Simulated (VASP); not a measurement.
Set up this calculation in VASP 6.6.1, as the native input.

```yaml
Task: single point
Functional: PBE
Potentials_or_basis: VASP PAW PBE potentials, release 64 (Au)
Cutoff: 500 eV
k_mesh: 6 × 6 × 6
Occupations: gaussian, width 0.1 eV
Spin: no spin polarisation
Dipole_correction: no
Further_INCAR_settings: ALGO = Normal; EDIFF = 1e-06; NBANDS = 30
```

The structure of Au lies in POSCAR:

```
Au
1.0
    4.1587049649      0.0000000000      0.0000000000
    0.0000000000      4.1587049649      0.0000000000
    0.0000000000      0.0000000000      4.1587049649
Au
4
Direct
    0.0000000000      0.0000000000      0.0000000000
    0.0000000000      0.5000000000      0.5000000000
    0.5000000000      0.0000000000      0.5000000000
    0.5000000000      0.5000000000      0.0000000000
```

The input as run:

INCAR

```
PREC     = Accurate       # precision mode
ENCUT    = 500            # plane-wave cutoff, eV
EDIFF    = 1E-6           # SCF threshold, eV
ISMEAR   = 0              # smearing method
SIGMA    = 0.1            # smearing width, eV
LREAL    = F              # projectors in reciprocal space
LASPH    = T              # aspherical terms in the spheres
NELM     = 120            # most SCF steps
ALGO     = Normal         # electronic algorithm
ISIF     = 2              # what is computed and relaxed
LWAVE    = F              # write WAVECAR
LCHARG   = T              # write CHGCAR
GGA      = PE             # functional
LELF     = T              # ELF
LVHAR    = T            
NBANDS   = 30             # bands
GGA_COMPAT= F
```

KPOINTS

```
Automatic mesh
0
Gamma
  6 6 6
```

Potentials or basis: VASP PAW PBE potentials, release 64 (Au).

Command:

```bash
$ cat potpaw_PBE.64/Au/POTCAR > POTCAR
$ mpirun -np 1 vasp_std > vasp.out
```

It gave:

```json
{"Pressure": "-0.3 GPa", "Band gap on the k mesh": "zero (band 22 reaches 9.78 eV, above the bottom of band 23 at 7.89 eV)"}
```

Caveat: spin-orbit coupling is left out, which moves the levels of the heavy elements.

Wall time 13 s on 1 thread of Intel(R) Xeon(R) 6975P-C (Granite Rapids) (shared host), peak memory 0.17 GiB.
